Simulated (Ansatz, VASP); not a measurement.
**Two plane-wave programs on Ge**

INCAR

```
SYSTEM = Ge
PREC = Accurate
ENCUT = 520
EDIFF = 1E-7
ISMEAR = -1
SIGMA = 0.1
LREAL = .FALSE.
LASPH = .TRUE.
NELM = 100
ALGO = Normal
ISIF = 2
LWAVE = .FALSE.
LCHARG = .FALSE.
GGA = PS
NBANDS = 13
```

KPOINTS

```
regular mesh
0
G
  15 15 15
  0 0 0
```

Contents of POSCAR:

```
Ge
1.0
   -1.6383339212      1.6383339212      1.6383339212
    1.6383339212     -1.6383339212      1.6383339212
    1.6383339212      1.6383339212     -1.6383339212
Ge
1
Direct
    0.0000000000      0.0000000000      0.0000000000
```

Input for Ansatz:

```yaml
crystal:
  lattice:
    - [-1.6383339212, 1.6383339212, 1.6383339212]
    - [1.6383339212, -1.6383339212, 1.6383339212]
    - [1.6383339212, 1.6383339212, -1.6383339212]
  atoms:
    - { symbol: Ge, position: [0.0, 0.0, 0.0] }
hamiltonian:
  xc: pbesol
  pseudopotentials:
    kind: paw
    azcp:
      Ge: "pseudopotentials/Ge.paw.azcp"
basis:
  ecutwfc: 420
  fft_grid_basis: typed
kpoints:
  mp_grid: { grid: [15, 15, 15], shift: [0, 0, 0] }
magnetization:
  spin_polarized: false
scf:
  occupations: { method: fermi_dirac, width: 0.1 }
  lower_state_search: "off"
output:
  stress: true
```

Alike in both runs: task single point; functional PBEsol; k mesh 15 × 15 × 15; occupations fermi-dirac, width 0.1 eV; no spin polarisation.

|  | VASP | Ansatz |
| --- | --- | --- |
| version | VASP 6.6.1 | Ansatz 0.2.0 |
| potentials or method | VASP PAW PBE potentials, release 64 (Ge_d), cutoff 520 eV | plane waves (420 eV) with PAW, scalar-relativistic |
| valence electrons in the cell | 14 | 14 |

|  | VASP | Ansatz | Ansatz less VASP |
| --- | --- | --- | --- |
| pressure (GPa) | 2.8 | 2.7 | -0.08 |

VASP's potentials were made for PBE, not for PBEsol, and Ansatz warns of the same on its side. With one functional, cell and mesh, what is left measures potentials, basis and numerics.
